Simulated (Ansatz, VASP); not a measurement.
## Two plane-wave programs on Os

The input INCAR:

```
PREC     = Accurate       # precision mode
ENCUT    = 520            # plane-wave cutoff, eV
EDIFF    = 1E-6           # SCF threshold, eV
ISMEAR   = 0              # smearing method
SIGMA    = 0.15           # smearing width, eV
LREAL    = False          # projectors in reciprocal space
LASPH    = True           # aspherical terms in the spheres
NELM     = 100            # most SCF steps
ALGO     = Normal         # electronic algorithm
ISIF     = 2              # what is computed and relaxed
LWAVE    = False          # write WAVECAR
LCHARG   = False          # write CHGCAR
GGA      = PS             # functional
NBANDS   = 10             # bands
```

The input KPOINTS:

```
Automatic mesh
0
Gamma
  20 20 20
```

The input POSCAR:

```
Os
1.0
    0.0000000000      1.8866500000      2.0033500000
    1.8866500000      0.0000000000      2.0033500000
    1.8866500000      1.8866500000      0.0000000000
Os
1
Direct
    0.0000000000      0.0000000000      0.0000000000
```

Input for Ansatz:

```yaml
crystal:
  lattice:
    - [0.0, 1.88665, 2.00335]
    - [1.88665, 0.0, 2.00335]
    - [1.88665, 1.88665, 0.0]
  atoms:
    - { symbol: Os, position: [0.0, 0.0, 0.0] }
basis:
  ecutwfc: 420
kpoints:
  mp_grid: { grid: [20, 20, 20] }
hamiltonian:
  xc: pbesol
scf:
  occupations: { method: gaussian, width: 0.15 }
output:
  forces: true
  stress: true
  eigenvalues: true
```

Change from the starting cell: strain -0.030 along x and y, +0.030 along z, atoms carried along.

Alike in both runs: task single point; functional PBEsol; k mesh 20 × 20 × 20; occupations gaussian, width 0.15 eV; no spin polarisation.

```csv
,VASP,Ansatz
version,VASP 6.6.1,Ansatz 0.2.0
potentials or method,"VASP PAW PBE potentials, release 64 (Os), cutoff 520 eV","scalar-relativistic, plane waves, PAW"
valence electrons in the cell,8,16
```

|  | VASP | Ansatz | Ansatz less VASP |
| --- | --- | --- | --- |
| gap on the k mesh at the Fermi level (eV) | none | none | - |
| pressure (GPa) | -8.0 | -8.3 | -0.28 |
| traceless stress, the component that is largest in VASP (GPa) | -14.37 | -14.45 | -0.078 |

VASP's potentials were made for PBE, not for PBEsol. A gap of «none» marks a metal or a gap that the smearing closes. VASP's potentials hold 8 valence electrons a cell and Ansatz's 16, so a difference there can come from the potentials and not from the codes.

Neither program's run includes spin-orbit coupling.
